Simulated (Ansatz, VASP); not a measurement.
Rh in VASP and in Ansatz

```xyz
1
Lattice="0.0000 1.8979 1.8979 1.8979 0.0000 1.8979 1.8979 1.8979 0.0000" Properties=species:S:1:pos:R:3 pbc="T T T"
Rh    0.0000    0.0000    0.0000
```

Alike in both runs: task single point; functional PBE; k mesh 14 × 14 × 14; occupations gaussian, width 0.1 eV; no spin polarisation.

```csv
,VASP,Ansatz
version,VASP 6.6.1,Ansatz 0.2.0
potentials or method,"VASP PAW PBE potentials, release 64 (Rh_pv), cutoff 500 eV","scalar-relativistic, plane waves, PAW"
valence electrons in the cell,15,17
```

Ansatz gave:

| Quantity | Value |
| --- | --- |
| gap on the k mesh at the Fermi level (eV) | none |
| pressure (GPa) | 7.5 |

**Question.** What did VASP give for the same quantities?

**Answer.** gap on the k mesh at the Fermi level (eV): none; pressure (GPa): 7.6.

A gap of «none» marks a metal or a gap that the smearing closes. VASP's potentials hold 15 valence electrons a cell and Ansatz's 17, so a difference there can come from the potentials and not from the codes.
